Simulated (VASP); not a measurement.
# CuGeF3 (Pm-3m) in VASP: a series of runs

Runs on CuGeF3. Level: PBE. Tasks: single point, relaxation of cell and atoms.

Program: VASP 6.6.1. These are calculated values, not measurements. Logs are shortened: lines on timing, memory, paths and dates and some standing lists are left out, and cuts for length are marked.

## 1. The cell of the first run

Symmetry: Pm-3m, No. 221, cubic system. Conventional cell: a = 4.085 Å, b = 4.085 Å, c = 4.085 Å, α = 90.00°, β = 90.00°, γ = 90.00°. Cu (site symmetry m-3m) has 6 F at 2.04 Å within 2.7 Å. Within 3.8 Å of Ge (site symmetry m-3m) lie 12 F at 2.89 Å and 8 Cu at 3.54 Å. F (site symmetry 4/mmm) has 2 Cu at 2.04 Å within 2.7 Å.

The cell was generated, and may not be a known phase.

## 2. Single point, PBE

INCAR reads:

```
SYSTEM = CuGeF3
  PREC = Accurate
  ENCUT = 520
  EDIFF = 1E-7
  ISMEAR = 0
  SIGMA = 0.1
  LREAL = .FALSE.
  LASPH = .TRUE.
  NELM = 100
  ALGO = Normal
  ISIF = 2
  LWAVE = .FALSE.
  LCHARG = .FALSE.
  GGA = PE
  NBANDS = 31
```

KPOINTS reads:

```
regular mesh
0
G
  10 10 10
  0 0 0
```

POSCAR reads:

```
CuGeF3
1.0
    4.0848836756      0.0000000000      0.0000000000
    0.0000000000      4.0848836756      0.0000000000
    0.0000000000      0.0000000000      4.0848836756
Cu Ge F
1 1 3
Direct
    0.0000000000      0.0000000000      0.0000000000
    0.5000000000      0.5000000000      0.5000000000
    0.5000000000      0.0000000000      0.0000000000
    0.0000000000      0.5000000000      0.0000000000
    0.0000000000      0.0000000000      0.5000000000
```

Potentials or basis: VASP PAW PBE potentials, release 64 (Cu, Ge_d, F).

On the command line:

```sh
$ cat potpaw_PBE.64/Cu/POTCAR potpaw_PBE.64/Ge_d/POTCAR potpaw_PBE.64/F/POTCAR > POTCAR
$ mpirun -np 1 vasp_std > vasp.out
```

OUTCAR:

```text
SYSTEM = CuGeF3
   PREC = Accurate
   ENCUT = 520
   EDIFF = 1E-7
   ISMEAR = 0
   LREAL = .FALSE.
   LASPH = .TRUE.
   NELM = 100
   ISIF = 2
   GGA = PE

 ion  position               nearest neighbor table
   1  0.000  0.000  0.000-   3 2.04   4 2.04   5 2.04   5 2.04   4 2.04   3 2.04
   2  0.500  0.500  0.500-
   3  0.500  0.000  0.000-   1 2.04   1 2.04
   4  0.000  0.500  0.000-   1 2.04   1 2.04
   5  0.000  0.000  0.500-   1 2.04   1 2.04

  LATTYP: Found a simple cubic cell.
 ALAT       =     4.0848836756

  Lattice vectors:

 A1 = (   4.0848836756,   0.0000000000,   0.0000000000)
 A2 = (   0.0000000000,   4.0848836756,   0.0000000000)
 A3 = (   0.0000000000,   0.0000000000,   4.0848836756)

Analysis of symmetry for initial positions (statically):
=====================================================================
 Subroutine PRICEL returns:
 Original cell was already a primitive cell.

 Routine SETGRP: Setting up the symmetry group for a
 simple cubic supercell.

 Subroutine GETGRP returns: Found 48 space group operations
 (whereof 48 operations were pure point group operations)
 out of a pool of 48 trial point group operations.

The static configuration has the point symmetry O_h .

Analysis of symmetry for dynamics (positions and initial velocities):
=====================================================================
 Subroutine PRICEL returns:
 Original cell was already a primitive cell.

 Routine SETGRP: Setting up the symmetry group for a
 simple cubic supercell.

 Subroutine GETGRP returns: Found 48 space group operations
 (whereof 48 operations were pure point group operations)
 out of a pool of 48 trial point group operations.

The dynamic configuration has the point symmetry O_h .

 Subroutine INISYM returns: Found 48 space group operations
 (whereof 48 operations are pure point group operations),
 and found     1 'primitive' translations

----------------------------------------------------------------------------------------

                                     Primitive cell

  volume of cell :      68.1615

  direct lattice vectors                    reciprocal lattice vectors
     4.084883676  0.000000000  0.000000000     0.244805013  0.000000000  0.000000000
     0.000000000  4.084883676  0.000000000     0.000000000  0.244805013  0.000000000
     0.000000000  0.000000000  4.084883676     0.000000000  0.000000000  0.244805013

  length of vectors
     4.084883676  4.084883676  4.084883676     0.244805013  0.244805013  0.244805013

  position of ions in fractional coordinates (direct lattice)
     0.000000000  0.000000000  0.000000000
     0.500000000  0.500000000  0.500000000
     0.500000000  0.000000000  0.000000000
     0.000000000  0.500000000  0.000000000
     0.000000000  0.000000000  0.500000000

  ion indices of the primitive-cell ions
   primitive index   ion index
                 1           1
                 2           2
                 3           3
                 4           4
                 5           5

----------------------------------------------------------------------------------------

 KPOINTS: regular mesh

Automatic generation of k-mesh.
 Grid dimensions read from file:
 generate k-points for:   10   10   10

 Generating k-lattice:

  Cartesian coordinates                     Fractional coordinates (reciprocal lattice)
     0.024480501  0.000000000  0.000000000     0.100000000  0.000000000  0.000000000
     0.000000000  0.024480501  0.000000000     0.000000000  0.100000000  0.000000000
     0.000000000  0.000000000  0.024480501     0.000000000  0.000000000  0.100000000

  Length of vectors
     0.024480501  0.024480501  0.024480501

  Shift w.r.t. Gamma in fractional coordinates (k-lattice)
     0.000000000  0.000000000  0.000000000

 Subroutine IBZKPT returns following result:
 ===========================================

 Found     56 irreducible k-points:

 Following reciprocal coordinates:
            Coordinates               Weight
  0.000000  0.000000  0.000000      1.000000
  0.100000  0.000000  0.000000      6.000000
  0.200000  0.000000  0.000000      6.000000
  0.300000  0.000000  0.000000      6.000000
  0.400000  0.000000  0.000000      6.000000
  0.500000  0.000000  0.000000      3.000000
[... 16 lines left out ...]
  0.200000  0.100000  0.100000     24.000000
  0.300000  0.100000  0.100000     24.000000
 [... further k-points ...]
   k-points           NKPTS =     56   k-points in BZ     NKDIM =     56   number of bands    NBANDS=     31
   number of dos      NEDOS =    301   number of ions     NIONS =      5
   total plane-waves  NPLWV =  27000
   dimension x,y,z NGX =    30 NGY =   30 NGZ =   30
   dimension x,y,z NGXF=    60 NGYF=   60 NGZF=   60
   ions per type =               1   1   3
   NGX,Y,Z   is equivalent  to a cutoff of  12.21, 12.21, 12.21 a.u.
   NGXF,Y,Z  is equivalent  to a cutoff of  24.42, 24.42, 24.42 a.u.
 SYSTEM =  CuGeF3
   PREC   = accura    normal or accurate (medium, high low for compatibility)
   ISTART =      0    job   : 0-new  1-cont  2-samecut
   ICHARG =      2    charge: 1-file 2-atom 10-const
   ISPIN  =      1    spin polarized calculation?
   LNONCOLLINEAR =      F non collinear calculations
   LSORBIT =      F    spin-orbit coupling
   LASPH  =      T    aspherical Exc in radial PAW
   ENCUT  =  520.0 eV  38.22 Ry    6.18 a.u.   7.60  7.60  7.60*2*pi/ulx,y,z
   NELM   =    100;   NELMIN=  2; NELMDL= -5     # of ELM steps
   EDIFF  = 0.1E-06   stopping-criterion for ELM
   LREAL  =      F    real-space projection
   EDIFFG = 0.1E-05   stopping-criterion for IOM
   NSW    =      0    number of steps for IOM
   IBRION =     -1    ionic relax: 0-MD 1-quasi-New 2-CG
   NFREE  =      0    steps in history (QN), initial steepest desc. (CG)
   ISIF   =      2    stress and relaxation
   ISYM   =      2    0-nonsym 1-usesym 2-fastsym
   POTIM  = 0.5000    time-step for ionic-motion
   TEBEG  =    0.0;   TEEND  =   0.0 temperature during run
   PSTRESS=    0.0 pullay stress
   NELECT =      46.0000    total number of electrons
   NUPDOWN=      -1.0000    fix difference up-down
   EMIN   =  10.00;   EMAX   =-10.00  energy-range for DOS
   EFERMI =   0.00;   METHOD = LEGACY
   ISMEAR =     0;   SIGMA  =   0.10  broadening in eV -4-tet -1-fermi 0-gaus
   EFERMI_NEDOS =   21; number of points for ismear=-14 and -15
   IALGO  =     38    algorithm
   IMIX   =      4    mixing-type and parameters
     AMIX     =   0.40;   BMIX     =  1.00
     AMIX_MAG =   1.60;   BMIX_MAG =  1.00
  volume/ion in A,a.u.               =      13.63        92.00
  Fermi-wavevector in a.u.,A,eV,Ry     =   1.435978  2.713605 28.055655  2.062032
  Thomas-Fermi vector in A             =   2.555217
   LORBIT       =      0    0 simple, 1 ext, 2 COOP (PROOUT), +10 PAW based schemes
   GGA     = PE    functional components
   LHFCALC =     F    Hartree Fock is set to
   AEXX    =    0.0000 exact exchange contribution
   IVDW    =     0    specifies the selected vdW correction
   LEPSILON=     F    determine dielectric tensor
   LRPA    =     F    only Hartree local field effects (RPA)
 non-spin polarized calculation
 Gauss-broadening in eV      SIGMA  =   0.10
  energy-cutoff  :      520.00
  volume of cell :       68.16
 maximum number of plane-waves:      1861
   NGX = 15   NGY = 15   NGZ = 15

 number of electron      45.9999925 magnetization

 Free energy of the ion-electron system (eV)
  ---------------------------------------------------
  ext. energy  EPLUGINS =         0.00000000
  ---------------------------------------------------
  free energy    TOTEN  =       -19.54292112 eV

  energy without entropy =      -19.52013375  energy(sigma->0) =      -19.53152743

 E-fermi :   3.9896     XC(G=0): -10.2066

 val. band max:        3.9534034234   @ k =   0.5000   0.2000   0.1000
 cond. band min:       4.0193732485   @ k =   0.4000   0.4000   0.0000
 fundamental gap:      0.0659698251
 Fermi energy:         3.9895939787

 k-point     1 :       0.0000    0.0000    0.0000
  band No.  band energies     occupation
      1     -23.0347      2.00000
      2     -23.0347      2.00000
      3     -23.0288      2.00000
      4     -23.0288      2.00000
      5     -23.0288      2.00000
      6     -20.4083      2.00000
[... 23 lines left out ...]
     30      15.3827      0.00000
     31      15.3827      0.00000

 k-point     2 :       0.1000    0.0000    0.0000
  band No.  band energies     occupation
      1     -23.0346      2.00000
      2     -23.0344      2.00000
      3     -23.0289      2.00000
      4     -23.0289      2.00000
      5     -23.0288      2.00000
      6     -20.3932      2.00000
[... 23 lines left out ...]
     30      15.1756      0.00000
     31      15.1756      0.00000

 k-point     3 :       0.2000    0.0000    0.0000
  band No.  band energies     occupation
      1     -23.0342      2.00000
      2     -23.0336      2.00000
      3     -23.0292      2.00000
      4     -23.0292      2.00000
      5     -23.0288      2.00000
      6     -20.3502      2.00000
[... 23 lines left out ...]
     30      14.8096      0.00000
     31      14.8096      0.00000

 k-point     4 :       0.3000    0.0000    0.0000
  band No.  band energies     occupation
      1     -23.0338      2.00000
      2     -23.0325      2.00000
      3     -23.0295      2.00000
      4     -23.0295      2.00000
      5     -23.0288      2.00000
      6     -20.2882      2.00000
[... 23 lines left out ...]
     30      14.5041      0.00000
     31      14.5041      0.00000

 k-point     5 :       0.4000    0.0000    0.0000
  band No.  band energies     occupation
      1     -23.0335      2.00000
      2     -23.0317      2.00000
      3     -23.0297      2.00000
      4     -23.0297      2.00000
      5     -23.0288      2.00000
      6     -20.2240      2.00000
[... 23 lines left out ...]
     30      14.3143      0.00000
     31      14.3143      0.00000
[... 542 lines left out ...]
     30      14.5667      0.00000
     31      15.0693      0.00000

 k-point    22 :       0.1000    0.1000    0.1000
  band No.  band energies     occupation
      1     -23.0341      2.00000
      2     -23.0341      2.00000
      3     -23.0290      2.00000
      4     -23.0290      2.00000
      5     -23.0290      2.00000
      6     -20.3634      2.00000
[... 23 lines left out ...]
     30      14.8158      0.00000
     31      15.1189      0.00000

 k-point    23 :       0.2000    0.1000    0.1000
  band No.  band energies     occupation
      1     -23.0338      2.00000
      2     -23.0332      2.00000
      3     -23.0293      2.00000
      4     -23.0293      2.00000
      5     -23.0290      2.00000
      6     -20.3216      2.00000
[... 23 lines left out ...]
     30      14.6212      0.00000
     31      14.6362      0.00000

 k-point    24 :       0.3000    0.1000    0.1000
  band No.  band energies     occupation
      1     -23.0334      2.00000
      2     -23.0322      2.00000
      3     -23.0297      2.00000
      4     -23.0297      2.00000
      5     -23.0290      2.00000
      6     -20.2610      2.00000
[... 23 lines left out ...]
     30      14.2276      0.00000
     31      14.6479      0.00000

 [... further k-points ...]
[... 5 lines left out ...]
  --------------------------------------------------------------------------------------
  -------------------------------------------------------------------------------------
  Total        0.0013518      0.0013518      0.0013518     -0.0000000     -0.0000000      0.0000000
  in kB        0.0317751      0.0317751      0.0317751     -0.0000000     -0.0000000      0.0000000
  external PRESSURE =       0.0317751 kB  Pullay stress =       0.0000000 kB

 VOLUME and BASIS-vectors are now :
 -----------------------------------------------------------------------------
  energy-cutoff  :      520.00
  volume of cell :       68.16
      direct lattice vectors                 reciprocal lattice vectors
     4.084883676  0.000000000  0.000000000     0.244805013  0.000000000  0.000000000
     0.000000000  4.084883676  0.000000000     0.000000000  0.244805013  0.000000000
     0.000000000  0.000000000  4.084883676     0.000000000  0.000000000  0.244805013

 POSITION                                       TOTAL-FORCE (eV/Angst)
 -----------------------------------------------------------------------------------
      0.00000      0.00000      0.00000         0.000000      0.000000      0.000000
      2.04244      2.04244      2.04244         0.000000      0.000000      0.000000
      2.04244      0.00000      0.00000         0.000000      0.000000      0.000000
      0.00000      2.04244      0.00000         0.000000      0.000000      0.000000
      0.00000      0.00000      2.04244         0.000000      0.000000      0.000000
 -----------------------------------------------------------------------------------
    total drift:                                0.000000     -0.000000      0.000000

  FREE ENERGIE OF THE ION-ELECTRON SYSTEM (eV)
  ---------------------------------------------------
  free  energy   TOTEN  =       -19.5429211204 eV

  energy  without entropy=      -19.5201337471  energy(sigma->0) =      -19.53152743
```

Run time: 1.9 min. Hardware: 1 thread of Intel Xeon Platinum 8375C at 2.90GHz (Ice Lake), shared host; peak memory 0.24 GiB.

Results:

```
Free energy            : -19.5429 eV
Pressure               : 0.0 GPa
Band gap on the k mesh : zero (bands 23 and 24 overlap by 0.50 eV)
```

Levels at points of the mesh, in eV from the Fermi level:
```
           k point  band 21  band 22  band 23  band 24  band 25  band 26
(0.00, 0.00, 0.00)    -1.83    -1.43    -1.43     1.86     1.86     1.86
(0.50, 0.00, 0.00)    -1.43    -1.42    -1.26    -0.28     1.43     1.43
(0.50, 0.50, 0.00)    -1.22    -1.15     0.22     0.34     0.34     0.94
(0.50, 0.50, 0.50)    -1.26     0.22     0.22     1.28     1.28     1.28
```

With open d or f shells a metallic result of PBE can be an artefact of self-interaction; +U or a hybrid may open a gap.

(Part 1 of 2 ends here.)

The gap in the log of VASP goes by the Fermi energy; the results here count the filled bands.